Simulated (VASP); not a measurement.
# SnO: single point with PBE

SnO:

```
CELL_PARAMETERS angstrom
3.35501 0.00000 0.00000
0.00000 5.67410 0.00000
0.00000 0.00000 4.22197
ATOMIC_POSITIONS crystal
Sn 0.00000 0.23191 0.51314
Sn 0.50000 0.76809 0.01314
O 0.00000 0.89125 0.73686
O 0.50000 0.10875 0.23686
```

| Item | Value |
| --- | --- |
| Program | VASP 6.6.1 |
| Task | single point |
| Functional | PBE |
| Potentials or basis | VASP PAW PBE potentials, release 64 (Sn_d, O) |
| Cutoff | 520 eV |
| k mesh | 6 × 4 × 4 |
| Occupations | gaussian, width 0.1 eV |
| Spin | no spin polarisation |
| Dipole correction | no |
| Further INCAR settings | ALGO = Normal; EDIFF = 1e-06; NBANDS = 28 |

| Item | Value |
| --- | --- |
| Pressure | 0.5 GPa |
| Largest force | 0.060 eV/Å |
| Band gap on the k mesh | 1.65 eV (least direct gap 2.39 eV) |

Forces on the atoms (eV/Å):
```
Sn   0.000 -0.041  0.001
Sn   0.000  0.041  0.001
O    0.000  0.060 -0.001
O    0.000 -0.060 -0.001
```

Stress tensor (GPa, compression positive):
```
0.35 0.00 0.00
0.00 0.67 0.00
0.00 0.00 0.53
```

Levels at points of the mesh, in eV from the valence-band top:
```tsv
k point	band 16	band 17	band 18	band 19	band 20	band 21	band 22	band 23	band 24	band 25
(0.00, 0.00, 0.00)	-3.79	-3.46	-2.62	-2.03	0.00	2.68	3.18	5.91	5.91	8.04
(0.50, 0.00, 0.00)	-4.44	-2.56	-2.56	-1.24	-1.24	2.60	2.60	5.53	5.53	6.59
(0.00, 0.50, 0.00)	-4.03	-3.76	-2.64	-1.58	-1.36	3.36	3.91	4.86	5.07	6.91
(0.50, 0.50, 0.00)	-4.29	-2.63	-2.63	-0.89	-0.89	1.89	1.89	6.27	6.27	7.17
(0.00, 0.00, 0.50)	-3.39	-3.17	-3.17	-1.65	-1.65	2.69	2.69	5.23	5.23	7.97
(0.50, 0.00, 0.50)	-4.04	-3.12	-3.12	-1.07	-1.07	2.10	2.10	4.63	4.63	6.88
(0.00, 0.50, 0.50)	-3.17	-2.89	-2.89	-1.50	-1.50	1.93	1.93	6.01	6.01	7.85
(0.50, 0.50, 0.50)	-4.17	-3.40	-3.40	-0.43	-0.43	2.43	2.43	4.17	4.17	6.12
```

Wall time 64 s on 1 thread of Intel(R) Xeon(R) Platinum 8259CL CPU @ 2.50GHz (Skylake/Cascade Lake), with other jobs on the host, peak memory 0.22 GiB.

Caveat: spin-orbit coupling is left out, which moves the levels of the heavy elements. A k mesh can miss the band edges.
